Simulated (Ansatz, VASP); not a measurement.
Two plane-wave programs on P

```
CELL_PARAMETERS angstrom
3.23042 0.00000 0.00000
-1.61521 2.79763 0.00000
0.00000 0.00000 3.26201
ATOMIC_POSITIONS crystal
P 0.33333 0.66667 0.25000
P 0.66667 0.33333 0.75000
```

Alike in both runs: functional PBEsol; k mesh 9 × 9 × 4; occupations gaussian, width 0.1 eV; no spin polarisation.

Ansatz relaxed the structure, and its values are those at the end. VASP's run is a single point on that final structure, the one shown.

|  | VASP | Ansatz |
| --- | --- | --- |
| version | VASP 6.6.1 | Ansatz 0.2.0 |
| potentials or method | VASP PAW PBE potentials, release 64 (P), cutoff 500 eV | scalar-relativistic, plane waves, PAW |
| valence electrons in the cell | 10 | 10 |

Ansatz gave:

- gap on the k mesh at the Fermi level (eV): none
- pressure (GPa): 0.0

Problem. Estimate VASP's values.

Solution. gap on the k mesh at the Fermi level (eV): none; pressure (GPa): 0.1.

VASP's potentials were made for PBE, not for PBEsol. A gap of «none» marks a metal or a gap that the smearing closes.

The k mesh is coarse, so the values compare programs but aren't converged.
